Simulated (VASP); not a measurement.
# In (I4/mmm) in VASP: notebook

Runs on In. Level: PBE. Tasks: single point.

Program: VASP 6.6.1. These are calculated values, not measurements. Logs are shortened: lines on timing, memory, paths and dates and some standing lists are left out, and cuts for length are marked.

### 1 The cell of the first run

The structure is tetragonal, space group I4/mmm (No. 139). The conventional cell has a = 3.382 Å, b = 3.382 Å, c = 5.344 Å, α = 90.00°, β = 90.00°, γ = 90.00°. Within 4.4 Å of In (site symmetry 4/mmm) lie 12 In at 3.38 to 3.59 Å.

### 2 Single point, PBE (strain +0.040 along x and y, +0.080 along z)

Input file INCAR:

```
SYSTEM = In
PREC = Accurate ; ENCUT = 520
EDIFF = 1E-7 ; ISMEAR = 0
SIGMA = 0.15 ; LREAL = .False.
LASPH = .True. ; NELM = 60
ALGO = Fast ; ISIF = 2
LWAVE = .False. ; LCHARG = .False.
GGA = PE ; NBANDS = 12
```

Input file KPOINTS:

```
regular mesh
0
Gamma
  20 20 20
  0 0 0
```

Input file POSCAR:

```
In
1.0
   -1.6911960000      1.6911960000      2.6718660000
    1.6911960000     -1.6911960000      2.6718660000
    1.6911960000      1.6911960000     -2.6718660000
In
1
Direct
    0.0000000000      0.0000000000      0.0000000000
```

Potentials or basis: VASP PAW PBE potentials, release 64 (In_d).

The run is started by

```bash
$ cat potpaw_PBE.64/In_d/POTCAR > POTCAR
$ mpirun -np 1 vasp_std > vasp.out
```

OUTCAR:

```text
SYSTEM = In
   PREC = Accurate
   ENCUT = 520
   EDIFF = 1E-7
   ISMEAR = 0
   LREAL = .False.
   LASPH = .True.
   NELM = 60
   ISIF = 2
   GGA = PE

 ion  position               nearest neighbor table
   1  0.000  0.000  0.000-

  LATTYP: Found a body centered tetragonal cell.
 ALAT       =     3.3823920000
 C/A-ratio  =     1.5798677386

  Lattice vectors:

 A1 = (  -1.6911960000,   1.6911960000,   2.6718660000)
 A2 = (   1.6911960000,  -1.6911960000,   2.6718660000)
 A3 = (   1.6911960000,   1.6911960000,  -2.6718660000)

Analysis of symmetry for initial positions (statically):
=====================================================================
 Subroutine PRICEL returns:
 Original cell was already a primitive cell.

 Routine SETGRP: Setting up the symmetry group for a
 body centered tetragonal supercell.

 Subroutine GETGRP returns: Found 16 space group operations
 (whereof 16 operations were pure point group operations)
 out of a pool of 16 trial point group operations.

The static configuration has the point symmetry D_4h.

Analysis of symmetry for dynamics (positions and initial velocities):
=====================================================================
 Subroutine PRICEL returns:
 Original cell was already a primitive cell.

 Routine SETGRP: Setting up the symmetry group for a
 body centered tetragonal supercell.

 Subroutine GETGRP returns: Found 16 space group operations
 (whereof 16 operations were pure point group operations)
 out of a pool of 16 trial point group operations.

The dynamic configuration has the point symmetry D_4h.

 Subroutine INISYM returns: Found 16 space group operations
 (whereof 16 operations are pure point group operations),
 and found     1 'primitive' translations

----------------------------------------------------------------------------------------

                                     Primitive cell

  volume of cell :      30.5677

  direct lattice vectors                    reciprocal lattice vectors
    -1.691196000  1.691196000  2.671866000     0.000000000  0.295648760  0.187135133
     1.691196000 -1.691196000  2.671866000     0.295648760  0.000000000  0.187135133
     1.691196000  1.691196000 -2.671866000     0.295648760  0.295648760  0.000000000

  length of vectors
     3.585966501  3.585966501  3.585966501     0.349896767  0.349896767  0.418110486

  position of ions in fractional coordinates (direct lattice)
     0.000000000  0.000000000  0.000000000

  ion indices of the primitive-cell ions
   primitive index   ion index
                 1           1

----------------------------------------------------------------------------------------

 KPOINTS: regular mesh

Automatic generation of k-mesh.
 Grid dimensions read from file:
 generate k-points for:   20   20   20

 Generating k-lattice:

  Cartesian coordinates                     Fractional coordinates (reciprocal lattice)
     0.000000000  0.014782438  0.009356757     0.050000000  0.000000000  0.000000000
     0.014782438  0.000000000  0.009356757     0.000000000  0.050000000  0.000000000
     0.014782438  0.014782438  0.000000000     0.000000000  0.000000000  0.050000000

  Length of vectors
     0.017494838  0.017494838  0.020905524

  Shift w.r.t. Gamma in fractional coordinates (k-lattice)
     0.000000000  0.000000000  0.000000000

 Subroutine IBZKPT returns following result:
 ===========================================

 Found    641 irreducible k-points:

 Following reciprocal coordinates:
            Coordinates               Weight
  0.000000  0.000000  0.000000      1.000000
  0.050000  0.000000  0.000000      8.000000
  0.100000  0.000000 -0.000000      8.000000
  0.150000  0.000000  0.000000      8.000000
  0.200000  0.000000 -0.000000      8.000000
  0.250000 -0.000000  0.000000      8.000000
[... 16 lines left out ...]
 -0.400000  0.050000  0.000000     16.000000
 -0.350000  0.050000  0.000000     16.000000
 [... further k-points ...]
   k-points           NKPTS =    641   k-points in BZ     NKDIM =    641   number of bands    NBANDS=     12
   number of dos      NEDOS =    301   number of ions     NIONS =      1
   total plane-waves  NPLWV =  21952
   dimension x,y,z NGX =    28 NGY =   28 NGZ =   28
   dimension x,y,z NGXF=    56 NGYF=   56 NGZF=   56
   ions per type =               1
   NGX,Y,Z   is equivalent  to a cutoff of  12.98, 12.98, 12.98 a.u.
   NGXF,Y,Z  is equivalent  to a cutoff of  25.96, 25.96, 25.96 a.u.
 SYSTEM =  In
   PREC   = accura    normal or accurate (medium, high low for compatibility)
   ISTART =      0    job   : 0-new  1-cont  2-samecut
   ICHARG =      2    charge: 1-file 2-atom 10-const
   ISPIN  =      1    spin polarized calculation?
   LNONCOLLINEAR =      F non collinear calculations
   LSORBIT =      F    spin-orbit coupling
   LASPH  =      T    aspherical Exc in radial PAW
   ENCUT  =  520.0 eV  38.22 Ry    6.18 a.u.   6.67  6.67  6.67*2*pi/ulx,y,z
   NELM   =     60;   NELMIN=  2; NELMDL= -5     # of ELM steps
   EDIFF  = 0.1E-06   stopping-criterion for ELM
   LREAL  =      F    real-space projection
   EDIFFG = 0.1E-05   stopping-criterion for IOM
   NSW    =      0    number of steps for IOM
   IBRION =     -1    ionic relax: 0-MD 1-quasi-New 2-CG
   NFREE  =      0    steps in history (QN), initial steepest desc. (CG)
   ISIF   =      2    stress and relaxation
   ISYM   =      2    0-nonsym 1-usesym 2-fastsym
   POTIM  = 0.5000    time-step for ionic-motion
   TEBEG  =    0.0;   TEEND  =   0.0 temperature during run
   PSTRESS=    0.0 pullay stress
   NELECT =      13.0000    total number of electrons
   NUPDOWN=      -1.0000    fix difference up-down
   EMIN   =  10.00;   EMAX   =-10.00  energy-range for DOS
   EFERMI =   0.00;   METHOD = LEGACY
   ISMEAR =     0;   SIGMA  =   0.15  broadening in eV -4-tet -1-fermi 0-gaus
   EFERMI_NEDOS =   21; number of points for ismear=-14 and -15
   IALGO  =     68    algorithm
   IMIX   =      4    mixing-type and parameters
     AMIX     =   0.40;   BMIX     =  1.00
     AMIX_MAG =   1.60;   BMIX_MAG =  1.00
  volume/ion in A,a.u.               =      30.57       206.28
  Fermi-wavevector in a.u.,A,eV,Ry     =   1.231124  2.326487 20.621889  1.515666
  Thomas-Fermi vector in A             =   2.365946
   LORBIT       =      0    0 simple, 1 ext, 2 COOP (PROOUT), +10 PAW based schemes
   GGA     = PE    functional components
   LHFCALC =     F    Hartree Fock is set to
   AEXX    =    0.0000 exact exchange contribution
   IVDW    =     0    specifies the selected vdW correction
   LEPSILON=     F    determine dielectric tensor
   LRPA    =     F    only Hartree local field effects (RPA)
 non-spin polarized calculation
 RMM-DIIS sequential band-by-band and
 Gauss-broadening in eV      SIGMA  =   0.15
  energy-cutoff  :      520.00
  volume of cell :       30.57
 maximum number of plane-waves:       842
   NGX = 13   NGY = 13   NGZ = 13

 number of electron      13.0000004 magnetization

 Free energy of the ion-electron system (eV)
  ---------------------------------------------------
  ext. energy  EPLUGINS =         0.00000000
  ---------------------------------------------------
  free energy    TOTEN  =        -2.53182695 eV

  energy without entropy =       -2.52606585  energy(sigma->0) =       -2.52894640

 E-fermi :   5.8581     XC(G=0):  -9.5343

 val. band max:        5.8508294168   @ k =   0.3000   0.1500   0.0500
 cond. band min:       5.8772071025   @ k =  -0.3500   0.4000   0.1500
 fundamental gap:      0.0263776857
 Fermi energy:         5.8580892574

 k-point     1 :       0.0000    0.0000    0.0000
  band No.  band energies     occupation
      1      -8.7032      2.00000
      2      -8.5941      2.00000
      3      -8.5941      2.00000
      4      -8.5784      2.00000
      5      -8.4700      2.00000
      6      -2.6624      2.00000
      7      15.0813      0.00000
      8      15.0813      0.00000
      9      15.1435      0.00000
     10      17.1715      0.00000
     11      18.5544      0.00000
     12      18.8623      0.00000

 k-point     2 :       0.0500    0.0000    0.0000
  band No.  band energies     occupation
      1      -8.6998      2.00000
      2      -8.5946      2.00000
      3      -8.5916      2.00000
      4      -8.5773      2.00000
      5      -8.4714      2.00000
      6      -2.6139      2.00000
      7      14.4918      0.00000
      8      14.9900      0.00000
      9      15.0366      0.00000
     10      16.9210      0.00000
     11      18.7338      0.00000
     12      19.0304      0.00000

 k-point     3 :       0.1000    0.0000   -0.0000
  band No.  band energies     occupation
      1      -8.6906      2.00000
      2      -8.5977      2.00000
      3      -8.5847      2.00000
      4      -8.5720      2.00000
      5      -8.4750      2.00000
      6      -2.4681      2.00000
      7      13.1657      0.00000
      8      14.6378      0.00000
      9      14.9201      0.00000
     10      16.7007      0.00000
     11      18.3850      0.00000
     12      19.3437      0.00000
[... 286 lines left out ...]
 k-point    23 :      -0.4000    0.0500    0.0000
  band No.  band energies     occupation
      1      -8.6571      2.00000
      2      -8.6507      2.00000
      3      -8.5755      2.00000
      4      -8.4581      2.00000
      5      -8.4230      2.00000
      6       0.2881      2.00000
      7       5.1311      2.00000
      8      12.1106      0.00000
      9      14.0306      0.00000
     10      16.0054      0.00000
     11      16.6632      0.00000
     12      18.7066      0.00000

 k-point    24 :      -0.3500    0.0500    0.0000
  band No.  band energies     occupation
      1      -8.6528      2.00000
      2      -8.6452      2.00000
      3      -8.5693      2.00000
      4      -8.4730      2.00000
      5      -8.4466      2.00000
      6      -0.4082      2.00000
      7       6.3655      0.00000
      8      12.3230      0.00000
      9      14.1330      0.00000
     10      16.2134      0.00000
     11      16.9665      0.00000
     12      18.6786      0.00000

 [... further k-points ...]
[... 5 lines left out ...]
  --------------------------------------------------------------------------------------
  -------------------------------------------------------------------------------------
  Total       -0.5373348     -0.5373348     -0.5717719      0.0000000      0.0000000      0.0000000
  in kB      -28.1639109    -28.1639109    -29.9689041      0.0000000      0.0000000      0.0000000
  external PRESSURE =     -28.7655753 kB  Pullay stress =       0.0000000 kB

 VOLUME and BASIS-vectors are now :
 -----------------------------------------------------------------------------
  energy-cutoff  :      520.00
  volume of cell :       30.57
      direct lattice vectors                 reciprocal lattice vectors
    -1.691196000  1.691196000  2.671866000     0.000000000  0.295648760  0.187135133
     1.691196000 -1.691196000  2.671866000     0.295648760  0.000000000  0.187135133
     1.691196000  1.691196000 -2.671866000     0.295648760  0.295648760  0.000000000

 POSITION                                       TOTAL-FORCE (eV/Angst)
 -----------------------------------------------------------------------------------
      0.00000      0.00000      0.00000         0.000000      0.000000      0.000000
 -----------------------------------------------------------------------------------
    total drift:                               -0.000000     -0.000000      0.000000

  FREE ENERGIE OF THE ION-ELECTRON SYSTEM (eV)
  ---------------------------------------------------
  free  energy   TOTEN  =        -2.5318269535 eV

  energy  without entropy=       -2.5260658487  energy(sigma->0) =       -2.52894640
```

It took 1.9 min on 1 thread of Intel Xeon 6975P-C (Granite Rapids), shared host; peak memory 0.34 GiB.

What came out:

```yaml
Free_energy: -2.5318 eV
Pressure: -2.9 GPa
Band_gap_on_the_k_mesh: zero (an odd number of electrons rules out a gap without spin polarisation)
```

Stress tensor (GPa, compression positive):
```
-2.82  0.00  0.00
 0.00 -2.82  0.00
 0.00  0.00 -3.00
```

Levels at points of the mesh, in eV from the Fermi level:
```
           k point  band 2  band 3  band 4  band 5  band 6  band 7  band 8  band 9  band 10  band 11
(0.00, 0.00, 0.00)  -14.45  -14.45  -14.44  -14.33   -8.52    9.22    9.22    9.29    11.31    12.70
(0.50, 0.00, 0.00)  -14.52  -14.44  -14.29  -14.26   -4.19   -2.70    6.26    8.39     9.82    10.94
(0.50, 0.50, 0.00)  -14.56  -14.29  -14.29  -14.20   -1.81   -1.38    3.03    3.69     6.19     6.78
(0.50, 0.50, 0.50)  -14.56  -14.27  -14.26  -14.26   -3.42   -2.28    4.67    4.67     7.73     7.88
```

Caveat: the cell differs from its parent crystal (strain +0.040 along x and y, +0.080 along z); spin-orbit coupling is left out, which moves the levels of the heavy elements.

[end of part 1 of 2]
